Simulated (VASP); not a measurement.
# BaTiO3 (Pm-3m) in VASP: single point with PBE

Aim: the single point of BaTiO3 with PBE.

All numbers are computed with VASP 6.6.1; they aren't measurements. Logs are shortened: lines on timing, memory, paths and dates and some standing lists are left out, and cuts for length are marked.

**1. The cell of the first run**

It takes space group Pm-3m (No. 221, cubic). The conventional cell has a = 4.019 Å, b = 4.019 Å, c = 4.019 Å, α = 90.00°, β = 90.00°, γ = 90.00°. Within 3.7 Å of Ba (site symmetry m-3m) lie 12 O at 2.84 Å and 8 Ti at 3.48 Å. Ti (site symmetry m-3m) has 6 O at 2.01 Å within 2.7 Å. Within 2.7 Å of O (site symmetry 4/mmm) lie 2 Ti at 2.01 Å.

**2. Single point, PBE**

File INCAR:

```
ALGO     = Normal         # electronic algorithm
EDIFF    = 1E-6           # SCF threshold, eV
ENCUT    = 910            # plane-wave cutoff, eV
GGA      = PE             # functional
GGA_COMPAT= False        
ISIF     = 2              # what is computed and relaxed
ISMEAR   = 0              # smearing method
LASPH    = True           # aspherical terms in the spheres
LCHARG   = True           # write CHGCAR
LELF     = True           # ELF
LREAL    = False          # projectors in reciprocal space
LVHAR    = True         
LWAVE    = False          # write WAVECAR
NBANDS   = 28             # bands
NELM     = 120            # most SCF steps
PREC     = Accurate       # precision mode
SIGMA    = 0.02           # smearing width, eV
```

File KPOINTS:

```
k-points
0
Gamma
  8 8 8
```

File POSCAR:

```
BaTiO3
1.0
    4.0192501412      0.0000000000      0.0000000000
    0.0000000000      4.0192501412      0.0000000000
    0.0000000000      0.0000000000      4.0192501412
Ba Ti O
1 1 3
Direct
    0.5000000000      0.5000000000      0.5000000000
    0.0000000000      0.0000000000      0.0000000000
    0.5000000000      0.0000000000      0.0000000000
    0.0000000000      0.5000000000      0.0000000000
    0.0000000000      0.0000000000      0.5000000000
```

Potentials or basis: VASP PAW PBE potentials, release 64 (Ba_sv, Ti_sv, O_h).

Command:

```sh
$ cat potpaw_PBE.64/Ba_sv/POTCAR potpaw_PBE.64/Ti_sv/POTCAR potpaw_PBE.64/O_h/POTCAR > POTCAR
$ mpirun -np 1 vasp_std > vasp.out
```

OUTCAR:

```text
EDIFF = 1E-6
   ENCUT = 910
   GGA = PE
   ISIF = 2
   ISMEAR = 0
   LASPH = True
   LREAL = False
   NELM = 120
   PREC = Accurate

 ion  position               nearest neighbor table
   1  0.500  0.500  0.500-   3 2.84   4 2.84   5 2.84   3 2.84   4 2.84   3 2.84   5 2.84   3 2.84
                             4 2.84   5 2.84   4 2.84   5 2.84   2 3.48   2 3.48   2 3.48   2 3.48
   2  0.000  0.000  0.000-   3 2.01   4 2.01   5 2.01   5 2.01   4 2.01   3 2.01   1 3.48   1 3.48
                             1 3.48   1 3.48   1 3.48   1 3.48   1 3.48   1 3.48
   3  0.500  0.000  0.000-   2 2.01   2 2.01   1 2.84   1 2.84   1 2.84   1 2.84
   4  0.000  0.500  0.000-   2 2.01   2 2.01   1 2.84   1 2.84   1 2.84   1 2.84
   5  0.000  0.000  0.500-   2 2.01   2 2.01   1 2.84   1 2.84   1 2.84   1 2.84

  LATTYP: Found a simple cubic cell.
 ALAT       =     4.0192501412

  Lattice vectors:

 A1 = (   4.0192501412,   0.0000000000,   0.0000000000)
 A2 = (   0.0000000000,   4.0192501412,   0.0000000000)
 A3 = (   0.0000000000,   0.0000000000,   4.0192501412)

Analysis of symmetry for initial positions (statically):
=====================================================================
 Subroutine PRICEL returns:
 Original cell was already a primitive cell.

 Routine SETGRP: Setting up the symmetry group for a
 simple cubic supercell.

 Subroutine GETGRP returns: Found 48 space group operations
 (whereof 48 operations were pure point group operations)
 out of a pool of 48 trial point group operations.

The static configuration has the point symmetry O_h .

Analysis of symmetry for dynamics (positions and initial velocities):
=====================================================================
 Subroutine PRICEL returns:
 Original cell was already a primitive cell.

 Routine SETGRP: Setting up the symmetry group for a
 simple cubic supercell.

 Subroutine GETGRP returns: Found 48 space group operations
 (whereof 48 operations were pure point group operations)
 out of a pool of 48 trial point group operations.

The dynamic configuration has the point symmetry O_h .

 Subroutine INISYM returns: Found 48 space group operations
 (whereof 48 operations are pure point group operations),
 and found     1 'primitive' translations

----------------------------------------------------------------------------------------

                                     Primitive cell

  volume of cell :      64.9285

  direct lattice vectors                    reciprocal lattice vectors
     4.019250141  0.000000000  0.000000000     0.248802629  0.000000000  0.000000000
     0.000000000  4.019250141  0.000000000     0.000000000  0.248802629  0.000000000
     0.000000000  0.000000000  4.019250141     0.000000000  0.000000000  0.248802629

  length of vectors
     4.019250141  4.019250141  4.019250141     0.248802629  0.248802629  0.248802629

  position of ions in fractional coordinates (direct lattice)
     0.500000000  0.500000000  0.500000000
     0.000000000  0.000000000  0.000000000
     0.500000000  0.000000000  0.000000000
     0.000000000  0.500000000  0.000000000
     0.000000000  0.000000000  0.500000000

  ion indices of the primitive-cell ions
   primitive index   ion index
                 1           1
                 2           2
                 3           3
                 4           4
                 5           5

----------------------------------------------------------------------------------------

 KPOINTS: k-points

Automatic generation of k-mesh.
 Grid dimensions read from file:
 generate k-points for:    8    8    8

 Generating k-lattice:

  Cartesian coordinates                     Fractional coordinates (reciprocal lattice)
     0.031100329  0.000000000  0.000000000     0.125000000  0.000000000  0.000000000
     0.000000000  0.031100329  0.000000000     0.000000000  0.125000000  0.000000000
     0.000000000  0.000000000  0.031100329     0.000000000  0.000000000  0.125000000

  Length of vectors
     0.031100329  0.031100329  0.031100329

  Shift w.r.t. Gamma in fractional coordinates (k-lattice)
     0.000000000  0.000000000  0.000000000

 Subroutine IBZKPT returns following result:
 ===========================================

 Found     35 irreducible k-points:

 Following reciprocal coordinates:
            Coordinates               Weight
  0.000000  0.000000  0.000000      1.000000
  0.125000  0.000000  0.000000      6.000000
  0.250000  0.000000  0.000000      6.000000
  0.375000  0.000000  0.000000      6.000000
  0.500000  0.000000  0.000000      3.000000
  0.125000  0.125000  0.000000     12.000000
[... 16 lines left out ...]
  0.375000  0.375000  0.125000     24.000000
  0.500000  0.375000  0.125000     24.000000
 [... further k-points ...]
   k-points           NKPTS =     35   k-points in BZ     NKDIM =     35   number of bands    NBANDS=     28
   number of dos      NEDOS =    301   number of ions     NIONS =      5
   total plane-waves  NPLWV =  64000
   dimension x,y,z NGX =    40 NGY =   40 NGZ =   40
   dimension x,y,z NGXF=    80 NGYF=   80 NGZF=   80
   ions per type =               1   1   3
   NGX,Y,Z   is equivalent  to a cutoff of  16.54, 16.54, 16.54 a.u.
   NGXF,Y,Z  is equivalent  to a cutoff of  33.09, 33.09, 33.09 a.u.
 SYSTEM =  unknown system
   PREC   = accura    normal or accurate (medium, high low for compatibility)
   ISTART =      0    job   : 0-new  1-cont  2-samecut
   ICHARG =      2    charge: 1-file 2-atom 10-const
   ISPIN  =      1    spin polarized calculation?
   LNONCOLLINEAR =      F non collinear calculations
   LSORBIT =      F    spin-orbit coupling
   LASPH  =      T    aspherical Exc in radial PAW
   ENCUT  =  910.0 eV  66.88 Ry    8.18 a.u.   9.89  9.89  9.89*2*pi/ulx,y,z
   NELM   =    120;   NELMIN=  2; NELMDL= -5     # of ELM steps
   EDIFF  = 0.1E-05   stopping-criterion for ELM
   LREAL  =      F    real-space projection
   EDIFFG = 0.1E-04   stopping-criterion for IOM
   NSW    =      0    number of steps for IOM
   IBRION =     -1    ionic relax: 0-MD 1-quasi-New 2-CG
   NFREE  =      0    steps in history (QN), initial steepest desc. (CG)
   ISIF   =      2    stress and relaxation
   ISYM   =      2    0-nonsym 1-usesym 2-fastsym
   POTIM  = 0.5000    time-step for ionic-motion
   TEBEG  =    0.0;   TEEND  =   0.0 temperature during run
   PSTRESS=    0.0 pullay stress
   NELECT =      40.0000    total number of electrons
   NUPDOWN=      -1.0000    fix difference up-down
   EMIN   =  10.00;   EMAX   =-10.00  energy-range for DOS
   EFERMI =   0.00;   METHOD = LEGACY
   ISMEAR =     0;   SIGMA  =   0.02  broadening in eV -4-tet -1-fermi 0-gaus
   EFERMI_NEDOS =   21; number of points for ismear=-14 and -15
   IALGO  =     38    algorithm
   IMIX   =      4    mixing-type and parameters
     AMIX     =   0.40;   BMIX     =  1.00
     AMIX_MAG =   1.60;   BMIX_MAG =  1.00
  volume/ion in A,a.u.               =      12.99        87.63
  Fermi-wavevector in a.u.,A,eV,Ry     =   1.392996  2.632380 26.401250  1.940437
  Thomas-Fermi vector in A             =   2.516685
   LORBIT       =      0    0 simple, 1 ext, 2 COOP (PROOUT), +10 PAW based schemes
   GGA     = PE    functional components
   LHFCALC =     F    Hartree Fock is set to
   AEXX    =    0.0000 exact exchange contribution
   IVDW    =     0    specifies the selected vdW correction
   LEPSILON=     F    determine dielectric tensor
   LRPA    =     F    only Hartree local field effects (RPA)
 non-spin polarized calculation
 Gauss-broadening in eV      SIGMA  =   0.02
  energy-cutoff  :      910.00
  volume of cell :       64.93
 maximum number of plane-waves:      4076
 NGX is ok and might be reduce to    40
   NGX = 19   NGY = 19   NGZ = 19

 number of electron      40.0000007 magnetization

 Free energy of the ion-electron system (eV)
  ---------------------------------------------------
  ext. energy  EPLUGINS =         0.00000000
  ---------------------------------------------------
  free energy    TOTEN  =       -40.00552328 eV

  energy without entropy =      -40.00552328  energy(sigma->0) =      -40.00552328

 E-fermi :   4.3366     XC(G=0): -11.1978

 val. band max:        4.0893841702   @ k =   0.5000   0.5000   0.5000
 cond. band min:       5.8131808619   @ k =   0.0000   0.0000   0.0000
 fundamental gap:      1.7237966917
 Fermi energy:         4.3365884981

 k-point     1 :       0.0000    0.0000    0.0000
  band No.  band energies     occupation
      1     -52.5989      2.00000
      2     -28.8029      2.00000
      3     -28.8029      2.00000
      4     -28.8029      2.00000
      5     -20.7489      2.00000
      6     -12.7721      2.00000
[... 20 lines left out ...]
     27       9.1300      0.00000
     28      11.3433      0.00000

 k-point     2 :       0.1250    0.0000    0.0000
  band No.  band energies     occupation
      1     -52.5988      2.00000
      2     -28.8101      2.00000
      3     -28.8026      2.00000
      4     -28.8026      2.00000
      5     -20.7329      2.00000
      6     -12.7776      2.00000
[... 20 lines left out ...]
     27       9.4334      0.00000
     28      11.7158      0.00000

 k-point     3 :       0.2500    0.0000    0.0000
  band No.  band energies     occupation
      1     -52.5985      2.00000
      2     -28.8274      2.00000
      3     -28.8020      2.00000
      4     -28.8020      2.00000
      5     -20.6939      2.00000
      6     -12.8344      2.00000
[... 20 lines left out ...]
     27      10.2312      0.00000
     28      12.4034      0.00000

 k-point     4 :       0.3750    0.0000    0.0000
  band No.  band energies     occupation
      1     -52.5982      2.00000
      2     -28.8446      2.00000
      3     -28.8013      2.00000
      4     -28.8013      2.00000
      5     -20.6540      2.00000
      6     -12.9311      2.00000
[... 20 lines left out ...]
     27      11.1706      0.00000
     28      12.2880      0.00000

 k-point     5 :       0.5000    0.0000    0.0000
  band No.  band energies     occupation
      1     -52.5980      2.00000
      2     -28.8517      2.00000
      3     -28.8010      2.00000
      4     -28.8010      2.00000
      5     -20.6373      2.00000
      6     -12.9775      2.00000
[... 20 lines left out ...]
     27      11.6228      0.00000
     28      12.2394      0.00000

 k-point     6 :       0.1250    0.1250    0.0000
  band No.  band energies     occupation
      1     -52.5987      2.00000
      2     -28.8100      2.00000
      3     -28.8096      2.00000
      4     -28.8023      2.00000
      5     -20.7177      2.00000
      6     -12.7700      2.00000
[... 463 lines left out ...]
      5     -20.6049      2.00000
      6     -12.6484      2.00000
[... 20 lines left out ...]
     27      12.1189      0.00000
     28      12.5691      0.00000

 k-point    22 :       0.5000    0.2500    0.1250
  band No.  band energies     occupation
      1     -52.5974      2.00000
      2     -28.8497      2.00000
      3     -28.8246      2.00000
      4     -28.8071      2.00000
      5     -20.5916      2.00000
      6     -12.6528      2.00000
[... 20 lines left out ...]
     27      12.3752      0.00000
     28      12.5278      0.00000

 k-point    23 :       0.3750    0.3750    0.1250
  band No.  band energies     occupation
      1     -52.5972      2.00000
      2     -28.8419      2.00000
      3     -28.8416      2.00000
      4     -28.8067      2.00000
      5     -20.5776      2.00000
      6     -12.4968      2.00000
[... 20 lines left out ...]
     27      12.2792      0.00000
     28      12.8993      0.00000

 k-point    24 :       0.5000    0.3750    0.1250
  band No.  band energies     occupation
      1     -52.5971      2.00000
      2     -28.8487      2.00000
      3     -28.8413      2.00000
      4     -28.8064      2.00000
      5     -20.5662      2.00000
      6     -12.4414      2.00000
[... 20 lines left out ...]
     27      12.2227      0.00000
     28      13.0171      0.00000

 [... further k-points ...]

------------------------ aborting loop because EDIFF is reached ----------------------------------------

  FORCE on cell =-STRESS in cart. coord.  units (eV):
  Direction    XX          YY          ZZ          XY          YZ          ZX
  --------------------------------------------------------------------------------------
  -------------------------------------------------------------------------------------
  Total        0.5744193      0.5744193      0.5744193      0.0000000      0.0000000      0.0000000
  in kB       14.1743935     14.1743935     14.1743935      0.0000000      0.0000000      0.0000000
  external PRESSURE =      14.1743935 kB  Pullay stress =       0.0000000 kB

 VOLUME and BASIS-vectors are now :
 -----------------------------------------------------------------------------
  energy-cutoff  :      910.00
  volume of cell :       64.93
      direct lattice vectors                 reciprocal lattice vectors
     4.019250141  0.000000000  0.000000000     0.248802629  0.000000000  0.000000000
     0.000000000  4.019250141  0.000000000     0.000000000  0.248802629  0.000000000
     0.000000000  0.000000000  4.019250141     0.000000000  0.000000000  0.248802629

 POSITION                                       TOTAL-FORCE (eV/Angst)
 -----------------------------------------------------------------------------------
      2.00963      2.00963      2.00963         0.000000      0.000000      0.000000
      0.00000      0.00000      0.00000         0.000000      0.000000      0.000000
      2.00963      0.00000      0.00000         0.000000      0.000000      0.000000
      0.00000      2.00963      0.00000         0.000000      0.000000      0.000000
      0.00000      0.00000      2.00963         0.000000      0.000000      0.000000
 -----------------------------------------------------------------------------------
    total drift:                                0.000000      0.000000     -0.000000

  FREE ENERGIE OF THE ION-ELECTRON SYSTEM (eV)
  ---------------------------------------------------
  free  energy   TOTEN  =       -40.0055232836 eV

  energy  without entropy=      -40.0055232836  energy(sigma->0) =      -40.00552328
```

It took 2 min on 1 thread of Intel Xeon Platinum 8259CL at 2.50GHz (Skylake/Cascade Lake), shared host; peak memory 0.34 GiB.

What came out:

```
Free energy            : -40.0055 eV
Pressure               : 1.4 GPa
Band gap on the k mesh : 1.72 eV (least direct gap 1.88 eV)
```

Caveat: the cutoff is under 1.25 times the usual one of these potentials, so pressure, stress and relaxed cells hold a basis-set (Pulay) error; spin-orbit coupling is left out, which moves the levels of the heavy elements. A hybrid or GW would open this gap; PBE tends to underestimate it.
